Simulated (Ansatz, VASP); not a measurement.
## Rb3TaP2: VASP beside Ansatz

```xyz
6
Lattice="5.7876 0.0000 0.0000 -2.8938 5.0122 0.0000 0.0000 0.0000 5.7317" Properties=species:S:1:pos:R:3 pbc="T T T"
Rb    2.8938    0.0000    2.8659
Rb    1.4469    2.5061    2.8659
Rb   -1.4469    2.5061    2.8659
Ta    0.0000    0.0000    0.0000
P     0.0000    3.3415    0.0000
P     2.8938    1.6707    0.0000
```

Change from the starting cell: species swapped into the ZrCo3B2 type (P6/mmm, No. 191).

Alike in both runs: functional PBE; k mesh 9 × 9 × 8; occupations gaussian, width 0.1 eV; no spin polarisation.

Ansatz relaxed the structure, and its values are those at the end. VASP's run is a single point on that final structure, the one shown.

|  | VASP | Ansatz |
| --- | --- | --- |
| version | VASP 6.6.1 | Ansatz 0.2.0 |
| potentials or method | VASP PAW PBE potentials, release 64 (Rb_sv, Ta_pv, P), cutoff 520 eV | scalar-relativistic, plane waves, PAW |
| valence electrons in the cell | 48 | 50 |

VASP gave:

- gap on the k mesh at the Fermi level (eV): none
- pressure (GPa): 0.2

**Question.** Which values does Ansatz return?

**Answer.** gap on the k mesh at the Fermi level (eV): none; pressure (GPa): 0.0.

A gap of «none» marks a metal or a gap that the smearing closes. VASP's potentials hold 48 valence electrons a cell and Ansatz's 50, so a difference there can come from the potentials and not from the codes.

Spin-orbit coupling is off throughout.
